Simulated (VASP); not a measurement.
Crystal: NaAs3H4.

```xyz
8
Lattice="1.8642 3.2288 0.0000 -1.8642 3.2288 0.0000 0.0000 -2.1525 9.3966" Properties=species:S:1:pos:R:3 pbc="T T T"
Na    0.0000    2.1525    4.6983
H     0.0000    0.0000    2.6972
H     0.0000    4.3051    6.6994
H     0.0000    0.0000    8.4310
H     0.0000    4.3051    0.9656
As    0.0000    0.0000    6.2167
As    0.0000    4.3051    3.1799
As    0.0000    0.0000    0.0000
```

| Item | Value |
| --- | --- |
| Program | VASP 6.6.1 |
| Task | relaxation of cell and atoms |
| Functional | PBE |
| Potentials or basis | VASP PAW PBE potentials, release 64 (Na_pv, H, As) |
| Cutoff | 500 eV |
| k mesh | 6 × 6 × 6 |
| Occupations | fermi-dirac, width 0.1 eV |
| Spin | no spin polarisation |

At the start: pressure -2.5 GPa; volume 14.14 Å³/atom.

Task: Where does the relaxation end?

Result: Over 34 steps the energy falls by 389.3 meV/atom and the volume is 14.12 Å³/atom (-0.2 %); space group R-3m (No. 166, to 0.1 Å) before and after.

Step by step:
```
step  energy change (eV)  largest force (eV/Å)  pressure (GPa)  volume (Å³)
   1              0.0000                2.6178           -2.54       113.12
   2             -0.7633                2.5198           -2.08       109.47
   3             -2.1991                0.2356            3.53        98.92
   4             -2.1988                0.0736            4.08        98.42
   5             -2.3913                0.2096            0.70       104.16
   6             -2.4061                0.3800           -1.57       109.57
   7             -2.4157                0.3285           -0.88       107.74
   8             -2.4812                0.2701           -0.65       106.63
   9             -2.6420                0.5241            0.68       102.92
  10             -1.6801                0.3848           10.38        93.94
  11             -2.6564                0.5570            0.97       102.28
  12             -2.7099                0.6152            0.69       103.04
  13             -2.7368                0.6421            0.58       103.78
  14             -2.8096                0.6530            0.28       104.81
  15             -2.9973                0.4203            0.16       107.94
  16             -2.4341                3.7597            4.50       114.35
  17             -3.0279                0.2219            0.44       108.66
  18             -3.0384                0.4219            0.73       109.53
  19             -3.0610                0.2231           -0.17       111.89
  20             -3.0643                0.1169           -0.63       113.16
  21             -3.0719                0.0833           -0.28       112.32
  22             -3.0757                0.1108            0.18       111.23
  23             -3.0807                0.1183            0.18       111.28
  24             -3.0881                0.1418            0.23       111.43
  25             -3.0911                0.1418            0.09       111.59
  26             -3.0951                0.1451           -0.31       112.09
  27             -3.0988                0.1386           -0.23       112.02
  28             -3.1071                0.1188            0.01       111.81
  29             -3.1108                0.0779            0.50       111.39
  30             -3.1115                0.0901            0.36       111.51
  31             -3.1136                0.0247            0.22       112.32
  32             -3.1136                0.0364            0.20       112.40
  33             -3.1139                0.0476           -0.17       113.24
  34             -3.1141                0.0195           -0.03       112.93
```

Final structure:
```cif
data_structure
_symmetry_space_group_name_H-M 'P 1'
_symmetry_Int_Tables_number 1
_cell_length_a 3.2989
_cell_length_b 3.2989
_cell_length_c 12.1323
_cell_angle_alpha 97.814
_cell_angle_beta 97.814
_cell_angle_gamma 60.000
_cell_volume 112.93
loop_
_atom_site_label
_atom_site_type_symbol
_atom_site_fract_x
_atom_site_fract_y
_atom_site_fract_z
_atom_site_occupancy
Na1 Na 0.50000 0.50000 0.50000 1
H1 H 0.09808 0.09808 0.29425 1
H2 H 0.90192 0.90192 0.70575 1
H3 H 0.27878 0.27878 0.83634 1
H4 H 0.72122 0.72122 0.16366 1
As1 As 0.23431 0.23431 0.70292 1
As2 As 0.76569 0.76569 0.29708 1
As3 As 0.00000 0.00000 0.00000 1
```

Caveat: a cell axis changed by over 15 % at a fixed basis, so the end point is rough.
